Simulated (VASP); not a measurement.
# Zn in VASP: further runs

The runs below take Zn through single point, with PBE.

All numbers are computed with VASP 6.6.1; they aren't measurements. Logs are shortened: lines on timing, memory, paths and dates and some standing lists are left out, and cuts for length are marked.

**1. The cell of the first run**

The cell holds a slab with vacuum, 3 atoms: a = 2.636 Å, b = 2.636 Å, c = 21.093 Å, α = 90.00°, β = 90.00°, γ = 120.00°.

**2. Single point, PBE**

Contents of INCAR:

```
SYSTEM = Zn
  PREC = Accurate
  ENCUT = 520
  EDIFF = 1E-6
  ISMEAR = -1
  SIGMA = 0.08
  LREAL = .FALSE.
  LASPH = .TRUE.
  NELM = 100
  ALGO = Normal
  ISIF = 2
  LWAVE = .FALSE.
  LCHARG = .FALSE.
  LDIPOL = .TRUE.
  IDIPOL = 3
  DIPOL = 0.5 0.5 0.500
  GGA = PE
  NBANDS = 25
```

Contents of KPOINTS:

```
Automatic mesh
0
G
  16 16 1
  0 0 0
```

Contents of POSCAR:

```
Zn
1.0
    2.6356265346      0.0000000000      0.0000000000
   -1.3178132673      2.2825195338      0.0000000000
    0.0000000000      0.0000000000     21.0925000000
Zn
3
Direct
    0.0000000000      0.0000000000      0.3792808542
    0.3333333340      0.6666666660      0.5000000000
    0.0000000000      0.0000000000      0.6207191458
```

Potentials or basis: VASP PAW PBE potentials, release 64 (Zn).

On the command line:

```console
$ cat potpaw_PBE.64/Zn/POTCAR > POTCAR
$ mpirun -np 1 vasp_std > vasp.out
```

OUTCAR:

```text
SYSTEM = Zn
   PREC = Accurate
   ENCUT = 520
   EDIFF = 1E-6
   ISMEAR = -1
   LREAL = .FALSE.
   LASPH = .TRUE.
   NELM = 100
   ISIF = 2
   GGA = PE

 ion  position               nearest neighbor table
   1  0.000  0.000  0.379-   2 2.97   2 2.97   2 2.97
   2  0.333  0.667  0.500-   1 2.97   3 2.97   1 2.97   3 2.97   1 2.97   3 2.97
   3  0.000  0.000  0.621-   2 2.97   2 2.97   2 2.97

  LATTYP: Found a hexagonal cell.
 ALAT       =     2.6356265346
 C/A-ratio  =     8.0028409652

  Lattice vectors:

 A1 = (   2.6356265346,   0.0000000000,   0.0000000000)
 A2 = (  -1.3178132673,   2.2825195338,   0.0000000000)
 A3 = (   0.0000000000,   0.0000000000,  21.0925000000)

Analysis of symmetry for initial positions (statically):
=====================================================================
 Subroutine PRICEL returns:
 Original cell was already a primitive cell.

 Routine SETGRP: Setting up the symmetry group for a
 hexagonal supercell.

 Subroutine GETGRP returns: Found 12 space group operations
 (whereof 12 operations were pure point group operations)
 out of a pool of 24 trial point group operations.

The static configuration has the point symmetry D_3h.

Analysis of symmetry for dynamics (positions and initial velocities):
=====================================================================
 Subroutine PRICEL returns:
 Original cell was already a primitive cell.

 Routine SETGRP: Setting up the symmetry group for a
 hexagonal supercell.

 Subroutine GETGRP returns: Found 12 space group operations
 (whereof 12 operations were pure point group operations)
 out of a pool of 24 trial point group operations.

The dynamic configuration has the point symmetry D_3h.

 Subroutine INISYM returns: Found 12 space group operations
 (whereof 12 operations are pure point group operations),
 and found     1 'primitive' translations

----------------------------------------------------------------------------------------

                                     Primitive cell

  volume of cell :     126.8897

  direct lattice vectors                    reciprocal lattice vectors
     2.635626535  0.000000000  0.000000000     0.379416426  0.219056176  0.000000000
    -1.317813267  2.282519534  0.000000000     0.000000000  0.438112351  0.000000000
     0.000000000  0.000000000 21.092500000     0.000000000  0.000000000  0.047410217

  length of vectors
     2.635626535  2.635626535 21.092500000     0.438112351  0.438112351  0.047410217

  position of ions in fractional coordinates (direct lattice)
     0.000000000  0.000000000  0.379280854
     0.333333334  0.666666666  0.500000000
     0.000000000  0.000000000  0.620719146

  ion indices of the primitive-cell ions
   primitive index   ion index
                 1           1
                 2           2
                 3           3

----------------------------------------------------------------------------------------

 KPOINTS: Automatic mesh

Automatic generation of k-mesh.
 Grid dimensions read from file:
 generate k-points for:   16   16    1

 Generating k-lattice:

  Cartesian coordinates                     Fractional coordinates (reciprocal lattice)
     0.023713527  0.013691011  0.000000000     0.062500000  0.000000000  0.000000000
     0.000000000  0.027382022  0.000000000     0.000000000  0.062500000  0.000000000
     0.000000000  0.000000000  0.047410217     0.000000000  0.000000000  1.000000000

  Length of vectors
     0.027382022  0.027382022  0.047410217

  Shift w.r.t. Gamma in fractional coordinates (k-lattice)
     0.000000000  0.000000000  0.000000000

 Subroutine IBZKPT returns following result:
 ===========================================

 Found     30 irreducible k-points:

 Following reciprocal coordinates:
            Coordinates               Weight
  0.000000  0.000000  0.000000      1.000000
  0.062500  0.000000  0.000000      6.000000
  0.125000  0.000000  0.000000      6.000000
  0.187500  0.000000  0.000000      6.000000
  0.250000  0.000000  0.000000      6.000000
  0.312500  0.000000  0.000000      6.000000
[... 16 lines left out ...]
  0.187500  0.187500  0.000000      6.000000
  0.250000  0.187500  0.000000     12.000000
 [... further k-points ...]
   k-points           NKPTS =     30   k-points in BZ     NKDIM =     30   number of bands    NBANDS=     25
   number of dos      NEDOS =    301   number of ions     NIONS =      3
   total plane-waves  NPLWV =  64000
   dimension x,y,z NGX =    20 NGY =   20 NGZ =  160
   dimension x,y,z NGXF=    40 NGYF=   40 NGZF=  320
   ions per type =               3
   NGX,Y,Z   is equivalent  to a cutoff of  12.62, 12.62, 12.61 a.u.
   NGXF,Y,Z  is equivalent  to a cutoff of  25.23, 25.23, 25.22 a.u.
 SYSTEM =  Zn
   PREC   = accura    normal or accurate (medium, high low for compatibility)
   ISTART =      0    job   : 0-new  1-cont  2-samecut
   ICHARG =      2    charge: 1-file 2-atom 10-const
   ISPIN  =      1    spin polarized calculation?
   LNONCOLLINEAR =      F non collinear calculations
   LSORBIT =      F    spin-orbit coupling
   LASPH  =      T    aspherical Exc in radial PAW
   ENCUT  =  520.0 eV  38.22 Ry    6.18 a.u.   4.90  4.90 39.22*2*pi/ulx,y,z
   NELM   =    100;   NELMIN=  2; NELMDL= -5     # of ELM steps
   EDIFF  = 0.1E-05   stopping-criterion for ELM
   LREAL  =      F    real-space projection
   EDIFFG = 0.1E-04   stopping-criterion for IOM
   NSW    =      0    number of steps for IOM
   IBRION =     -1    ionic relax: 0-MD 1-quasi-New 2-CG
   NFREE  =      0    steps in history (QN), initial steepest desc. (CG)
   ISIF   =      2    stress and relaxation
   ISYM   =      2    0-nonsym 1-usesym 2-fastsym
   POTIM  = 0.5000    time-step for ionic-motion
   TEBEG  =    0.0;   TEEND  =   0.0 temperature during run
   PSTRESS=    0.0 pullay stress
   NELECT =      36.0000    total number of electrons
   NUPDOWN=      -1.0000    fix difference up-down
   EMIN   =  10.00;   EMAX   =-10.00  energy-range for DOS
   EFERMI =   0.00;   METHOD = LEGACY
   ISMEAR =    -1;   SIGMA  =   0.08  broadening in eV -4-tet -1-fermi 0-gaus
   EFERMI_NEDOS =   21; number of points for ismear=-14 and -15
   IALGO  =     38    algorithm
   IMIX   =      4    mixing-type and parameters
     AMIX     =   0.40;   BMIX     =  1.00
     AMIX_MAG =   1.60;   BMIX_MAG =  1.00
  volume/ion in A,a.u.               =      42.30       285.43
  Fermi-wavevector in a.u.,A,eV,Ry     =   1.075722  2.032820 15.744370  1.157179
  Thomas-Fermi vector in A             =   2.211587
   LORBIT       =      0    0 simple, 1 ext, 2 COOP (PROOUT), +10 PAW based schemes
   GGA     = PE    functional components
   LHFCALC =     F    Hartree Fock is set to
   AEXX    =    0.0000 exact exchange contribution
   IVDW    =     0    specifies the selected vdW correction
   LEPSILON=     F    determine dielectric tensor
   LRPA    =     F    only Hartree local field effects (RPA)
 non-spin polarized calculation
  energy-cutoff  :      520.00
  volume of cell :      126.89
 maximum number of plane-waves:      3465
 NGX is ok and might be reduce to    20
   NGX =  9   NGY =  9   NGZ = 79

 dipolmoment           0.000000      0.000000      0.000000 electrons x Angstroem

 number of electron      35.9999971 magnetization

 dipolmoment           0.000000      0.000000     -0.000000 electrons x Angstroem

 Free energy of the ion-electron system (eV)
  ---------------------------------------------------
  ext. energy  EPLUGINS =         0.00000000
  ---------------------------------------------------
  free energy    TOTEN  =        -3.09284286 eV

  energy without entropy =       -3.06897191  energy(sigma->0) =       -3.08090738

 E-fermi :  -1.6414     XC(G=0):  -4.9565

 val. band max:       -1.6556857755   @ k =   0.3125   0.1875   0.0000
 cond. band min:      -1.6016866885   @ k =   0.3750   0.2500   0.0000
 fundamental gap:      0.0539990870
 Fermi energy:        -1.6414347796

 k-point     1 :       0.0000    0.0000    0.0000
  band No.  band energies     occupation
      1     -11.3100      2.00000
      2     -10.2950      2.00000
      3     -10.0456      2.00000
      4      -9.2871      2.00000
      5      -9.1212      2.00000
      6      -9.1212      2.00000
[... 17 lines left out ...]
     24       3.8491      0.00000
     25       6.1527      0.00000

 k-point     2 :       0.0625    0.0000    0.0000
  band No.  band energies     occupation
      1     -11.1929      2.00000
      2     -10.1991      2.00000
      3      -9.9839      2.00000
      4      -9.2759      2.00000
      5      -9.1362      2.00000
      6      -9.0933      2.00000
[... 17 lines left out ...]
     24       3.9597      0.00000
     25       6.2667      0.00000

 k-point     3 :       0.1250    0.0000    0.0000
  band No.  band energies     occupation
      1     -10.8506      2.00000
      2      -9.9382      2.00000
      3      -9.8211      2.00000
      4      -9.2483      2.00000
      5      -9.1695      2.00000
      6      -9.0212      2.00000
[... 17 lines left out ...]
     24       4.2906      0.00000
     25       6.6065      0.00000

 k-point     4 :       0.1875    0.0000    0.0000
  band No.  band energies     occupation
      1     -10.3319      2.00000
      2      -9.6360      2.00000
      3      -9.6288      2.00000
      4      -9.2208      2.00000
      5      -9.1807      2.00000
      6      -9.1277      2.00000
[... 17 lines left out ...]
     24       4.8394      0.00000
     25       7.1626      0.00000
[... 477 lines left out ...]
 k-point    22 :       0.4375    0.1250    0.0000
  band No.  band energies     occupation
      1      -9.7143      2.00000
      2      -9.5641      2.00000
      3      -9.5203      2.00000
      4      -9.4348      2.00000
      5      -9.2717      2.00000
      6      -9.1143      2.00000
[... 17 lines left out ...]
     24       6.3304      0.00000
     25       6.5540      0.00000

 k-point    23 :       0.1875    0.1875    0.0000
  band No.  band energies     occupation
      1      -9.3940      2.00000
      2      -9.3734      2.00000
      3      -9.3281      2.00000
      4      -9.2810      2.00000
      5      -9.1661      2.00000
      6      -9.1221      2.00000
[... 17 lines left out ...]
     24       5.7509      0.00000
     25       6.6240      0.00000

 k-point    24 :       0.2500    0.1875    0.0000
  band No.  band energies     occupation
      1      -9.4585      2.00000
      2      -9.4211      2.00000
      3      -9.3250      2.00000
      4      -9.2255      2.00000
      5      -9.1913      2.00000
      6      -9.0639      2.00000
[... 17 lines left out ...]
     24       5.9734      0.00000
     25       6.4566      0.00000

 [... further k-points ...]

------------------------ aborting loop because EDIFF is reached ----------------------------------------

 vacuum level on the upper side and lower side of the slab       (xc-potential included)        -0.346        -0.346

  FORCE on cell =-STRESS in cart. coord.  units (eV):
  Direction    XX          YY          ZZ          XY          YZ          ZX
  --------------------------------------------------------------------------------------
  -------------------------------------------------------------------------------------
  Total       -0.7400320     -0.7400320     -0.1771812      0.0000000     -0.0000000      0.0000000
  in kB       -9.3440386     -9.3440386     -2.2371842      0.0000000     -0.0000000      0.0000000
  external PRESSURE =      -6.9750871 kB  Pullay stress =       0.0000000 kB

 VOLUME and BASIS-vectors are now :
 -----------------------------------------------------------------------------
  energy-cutoff  :      520.00
  volume of cell :      126.89
      direct lattice vectors                 reciprocal lattice vectors
     2.635626535  0.000000000  0.000000000     0.379416426  0.219056176  0.000000000
    -1.317813267  2.282519534  0.000000000     0.000000000  0.438112351  0.000000000
     0.000000000  0.000000000 21.092500000     0.000000000  0.000000000  0.047410217

 POSITION                                       TOTAL-FORCE (eV/Angst)
 -----------------------------------------------------------------------------------
      0.00000      0.00000      7.99998        -0.000000     -0.000000      0.034360
      0.00000      1.52168     10.54625         0.000000      0.000000      0.000000
      0.00000      0.00000     13.09252        -0.000000     -0.000000     -0.034360
 -----------------------------------------------------------------------------------
    total drift:                               -0.000002      0.000001     -0.000000

  FREE ENERGIE OF THE ION-ELECTRON SYSTEM (eV)
  ---------------------------------------------------
  free  energy   TOTEN  =        -3.0928428567 eV

  energy  without entropy=       -3.0689719089  energy(sigma->0) =       -3.08090738

 vacuum level on the upper side and lower side of the slab         2.278         2.278
```

Wall time 2.9 min (1 thread of Intel Xeon 8259CL, shared host); peak memory 0.24 GiB.

Results:

```
Free energy            : -3.0928 eV
Largest force          : 0.034 eV/Å
Band gap on the k mesh : zero (bands 18 and 19 overlap by 3.65 eV)
```

Forces in eV/Å, atoms in the order of the input:
```
Zn   0.000  0.000  0.034
Zn   0.000  0.000  0.000
Zn   0.000  0.000 -0.034
```

Levels at points of the mesh, in eV from the Fermi level:
```csv
k point,band 16,band 17,band 18,band 19,band 20,band 21
"(0.00, 0.00, 0.00)",-6.80,-6.80,-4.99,-2.12,1.36,3.62
"(0.50, 0.00, 0.00)",-2.04,-1.37,-1.05,0.81,1.66,2.48
```

**3. Single point, PBE**

Contents of INCAR:

```
SYSTEM = Zn
  PREC = Accurate
  ENCUT = 520
  EDIFF = 1E-6
  ISMEAR = -1
  SIGMA = 0.08
  LREAL = .False.
  LASPH = .True.
  NELM = 60
  ALGO = Normal
  ISIF = 2
  LWAVE = .False.
  LCHARG = .False.
  LDIPOL = .True.
  IDIPOL = 3
  DIPOL = 0.5 0.5 0.500
  GGA = PE
  NBANDS = 25
```

Contents of KPOINTS:

```
regular mesh
0
Gamma
  16 16 1
  0 0 0
```

Contents of POSCAR:

```
Zn
1.0
    2.6356265346      0.0000000000      0.0000000000
   -1.3178132673      2.2825195338      0.0000000000
    0.0000000000      0.0000000000     21.0925000000
Zn
3
Direct
    0.0000000000      0.0000000000      0.3831600234
    0.3333333333      0.6666666667      0.4999999894
    0.0000000000      0.0000000000      0.6168399872
```

Potentials or basis: VASP PAW PBE potentials, release 64 (Zn).

On the command line:

```console
$ cat potpaw_PBE.64/Zn/POTCAR > POTCAR
$ mpirun -np 1 vasp_std > vasp.out
```

OUTCAR:

```text
SYSTEM = Zn
   PREC = Accurate
   ENCUT = 520
   EDIFF = 1E-6
   ISMEAR = -1
   LREAL = .False.
   LASPH = .True.
   NELM = 60
   ISIF = 2
   GGA = PE

 ion  position               nearest neighbor table
   1  0.000  0.000  0.383-   2 2.90   2 2.90   2 2.90
   2  0.333  0.667  0.500-   1 2.90   1 2.90   1 2.90   3 2.90   3 2.90   3 2.90
   3  0.000  0.000  0.617-   2 2.90   2 2.90   2 2.90

  LATTYP: Found a hexagonal cell.
 ALAT       =     2.6356265346
 C/A-ratio  =     8.0028409652

  Lattice vectors:

 A1 = (   2.6356265346,   0.0000000000,   0.0000000000)
 A2 = (  -1.3178132673,   2.2825195338,   0.0000000000)
 A3 = (   0.0000000000,   0.0000000000,  21.0925000000)

Analysis of symmetry for initial positions (statically):
=====================================================================
 Subroutine PRICEL returns:
 Original cell was already a primitive cell.

 Routine SETGRP: Setting up the symmetry group for a
 hexagonal supercell.

 Subroutine GETGRP returns: Found 12 space group operations
 (whereof 12 operations were pure point group operations)
 out of a pool of 24 trial point group operations.

[... 169 lines left out ...]
 cond. band min:      -1.6042601576   @ k =   0.2500   0.2500   0.0000
 fundamental gap:      0.0763101976
 Fermi energy:        -1.6730901842

 k-point     1 :       0.0000    0.0000    0.0000
  band No.  band energies     occupation
      1     -11.5234      2.00000
      2     -10.3853      2.00000
      3     -10.1145      2.00000
      4      -9.3475      2.00000
      5      -9.1893      2.00000
      6      -9.1893      2.00000
[... 661 lines left out ...]
     24       5.9946      0.00000
     25       6.4241      0.00000

 [... further k-points ...]

------------------------ aborting loop because EDIFF is reached ----------------------------------------

 vacuum level on the upper side and lower side of the slab       (xc-potential included)        -0.313        -0.313

  FORCE on cell =-STRESS in cart. coord.  units (eV):
  Direction    XX          YY          ZZ          XY          YZ          ZX
  --------------------------------------------------------------------------------------
  -------------------------------------------------------------------------------------
  Total       -0.4025943     -0.4025943      0.0351794      0.0000000     -0.0000000      0.0000000
  in kB       -5.0833711     -5.0833711      0.4441945      0.0000000     -0.0000000      0.0000000
  external PRESSURE =      -3.2408492 kB  Pullay stress =       0.0000000 kB

 VOLUME and BASIS-vectors are now :
 -----------------------------------------------------------------------------
  energy-cutoff  :      520.00
  volume of cell :      126.89
      direct lattice vectors                 reciprocal lattice vectors
     2.635626535  0.000000000  0.000000000     0.379416426  0.219056176  0.000000000
    -1.317813267  2.282519534  0.000000000     0.000000000  0.438112351  0.000000000
     0.000000000  0.000000000 21.092500000     0.000000000  0.000000000  0.047410217

 POSITION                                       TOTAL-FORCE (eV/Angst)
 -----------------------------------------------------------------------------------
      0.00000      0.00000      8.08180         0.000000      0.000000     -0.007334
     -0.00000      1.52168     10.54625        -0.000000      0.000000      0.000000
      0.00000      0.00000     13.01070         0.000000     -0.000000      0.007334
 -----------------------------------------------------------------------------------
    total drift:                               -0.000001      0.000001      0.000001

  FREE ENERGIE OF THE ION-ELECTRON SYSTEM (eV)
  ---------------------------------------------------
  free  energy   TOTEN  =        -3.0955323285 eV

  energy  without entropy=       -3.0732602779  energy(sigma->0) =       -3.08439630

 vacuum level on the upper side and lower side of the slab         2.302         2.302
```

stdout:

```text
POSCAR found type information on POSCAR Zn
 POSCAR found :  1 types and       3 ions
 scaLAPACK will be used
 LDA part: xc-table for (Slater+PW92), standard interpolation
 POSCAR, INCAR and KPOINTS ok, starting setup
 FFT: planning ... GRIDC
 FFT: planning ... GRID_SOFT
 FFT: planning ... GRID
 WAVECAR not read
 entering main loop
```

Run time: 2.6 min. Hardware: 1 thread of Intel Xeon 8259CL, shared host; peak memory 0.24 GiB.

What came out:

```
Free energy            : -3.0955 eV
Largest force          : 0.007 eV/Å
Band gap on the k mesh : zero (bands 18 and 19 overlap by 3.45 eV)
```

Forces on the atoms (eV/Å):
```
Zn   0.000  0.000 -0.007
Zn   0.000  0.000  0.000
Zn   0.000  0.000  0.007
```

The gap in the log of VASP goes by the Fermi energy; the results here count the filled bands.